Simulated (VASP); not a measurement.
Write the native input for VASP 6.6.1 that does the following.

```yaml
Task: single point
Functional: PBE
Potentials_or_basis: VASP PAW PBE potentials, release 64 (Fe_sv, O)
Cutoff: 520 eV
k_mesh: 10 × 10 × 10
Occupations: gaussian, width 0.1 eV
Spin: collinear spin, ferromagnetic start
Starting_moments: "[4.04, 2.54, 0.27, 0.27, 0.27] μB"
Dipole_correction: no
k_mesh_for_the_DOS: 15 × 15 × 15
Occupations_for_the_DOS: tetrahedron
Further_INCAR_settings: ALGO = Normal; EDIFF = 1e-06
```

The system is Fe2O3.

```xyz
5
Lattice="3.6929 0.0000 0.0000 0.0000 3.6929 0.0000 0.0000 0.0000 3.6929" Properties=species:S:1:pos:R:3 pbc="T T T"
Fe    1.8465    1.8465    1.8465
Fe    0.0000    0.0000    0.0000
O     1.8465    0.0000    0.0000
O     0.0000    1.8465    0.0000
O     0.0000    0.0000    1.8465
```

The input as run:

POSCAR

```
Fe2O3
1.0
    3.6929103041      0.0000000000      0.0000000000
    0.0000000000      3.6929103041      0.0000000000
    0.0000000000      0.0000000000      3.6929103041
Fe O
2 3
Direct
    0.5000000000      0.5000000000      0.5000000000
    0.0000000000      0.0000000000      0.0000000000
    0.5000000000      0.0000000000      0.0000000000
    0.0000000000      0.5000000000      0.0000000000
    0.0000000000      0.0000000000      0.5000000000
```

INCAR.step1

```
SYSTEM = Fe2O3
ALGO = Normal ; EDIFF = 1E-6
ENCUT = 520 ; GGA = PE
GGA_COMPAT = .False. ; ISIF = 2
ISMEAR = 0 ; ISPIN = 2
LASPH = .True. ; LCHARG = .True.
LMAXMIX = 4 ; LORBIT = 11
LREAL = .False. ; LWAVE = .False.
MAGMOM = 4.04 2.54 0.27 0.27 0.27 ; NBANDS = 37
NEDOS = 2001 ; NELM = 200
PREC = Accurate ; SIGMA = 0.1
```

KPOINTS.step1

```
k-points
0
Gamma
  10 10 10
  0 0 0
```

INCAR.step2

```
SYSTEM = Fe2O3
ALGO = Normal ; EDIFF = 1E-6
ENCUT = 520 ; GGA = PE
GGA_COMPAT = .False. ; ICHARG = 11
ISIF = 2 ; ISMEAR = -5
ISPIN = 2 ; LASPH = .True.
LCHARG = .False. ; LMAXMIX = 4
LORBIT = 11 ; LREAL = .False.
LWAVE = .False. ; MAGMOM = 4.04 2.54 0.27 0.27 0.27
NEDOS = 2001 ; NELM = 200
PREC = Accurate ; SIGMA = 0.1
```

KPOINTS.step2

```
k-points
0
Gamma
  15 15 15
  0 0 0
```

Potentials or basis: VASP PAW PBE potentials, release 64 (Fe_sv, O).

Run with:

```bash
$ cat potpaw_PBE.64/Fe_sv/POTCAR potpaw_PBE.64/O/POTCAR > POTCAR
$ cp INCAR.step1 INCAR
$ cp KPOINTS.step1 KPOINTS
$ mpirun -np 1 vasp_std > vasp.out
$ cp INCAR.step2 INCAR
$ cp KPOINTS.step2 KPOINTS
$ mpirun -np 1 vasp_std > vasp.out
```

Results of the run:

```yaml
Net_moment: 7.17 μB per cell
Site_moments: Fe +3.48, +2.46; O +0.24 μB
Valence_electrons_inside_the_program's_atomic_spheres: Fe 13.53, 13.57; O 4.99
```

Caveat: only a ferromagnetic start was run, and an antiferromagnetic order may lie lower in energy.

Wall time 6.1 min on 1 thread of Intel(R) Xeon(R) Platinum 8488C (Sapphire Rapids), on a shared host, peak memory 0.37 GiB.
